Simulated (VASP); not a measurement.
Here is a VASP 6.6.1 calculation.

The input INCAR:

```
ALGO = Normal
EDIFF = 1E-7
ENCUT = 520
GGA = PS
ISIF = 2
ISMEAR = 0
ISPIN = 2
LASPH = T
LCHARG = F
LMAXMIX = 4
LORBIT = 11
LREAL = F
LWAVE = F
MAGMOM = 0.72 0.8 0.8
NBANDS = 22
NELM = 150
PREC = Accurate
SIGMA = 0.1
```

Contents of KPOINTS:

```
k-points
0
Gamma
  8 8 8
```

File POSCAR:

```
CuO2
1.0
    0.0000000000      2.3829473137      2.3829473137
    2.3829473137      0.0000000000      2.3829473137
    2.3829473137      2.3829473137      0.0000000000
Cu O
1 2
Direct
    0.0000000000      0.0000000000      0.0000000000
    0.2500000000      0.2500000000      0.2500000000
    0.7500000000      0.7500000000      0.7500000000
```

Potentials or basis: VASP PAW PBE potentials, release 64 (Cu, O).

The run is started by

```console
$ cat potpaw_PBE.64/Cu/POTCAR potpaw_PBE.64/O/POTCAR > POTCAR
$ mpirun -np 1 vasp_std > vasp.out
```

**Question.** What does it give for the site moments?

**Answer.** Cu +0.53; O +0.55 μB.

**Question.** Predict the net moment.

**Answer.** 1.77 μB per cell.

**Question.** Predict the pressure.

**Answer.** 0.8 GPa.

Caveat: the PAW data sets were made with another functional, which shifts forces and pressure a little; a cell with one magnetic atom can't hold antiferromagnetic order, which such compounds often take.
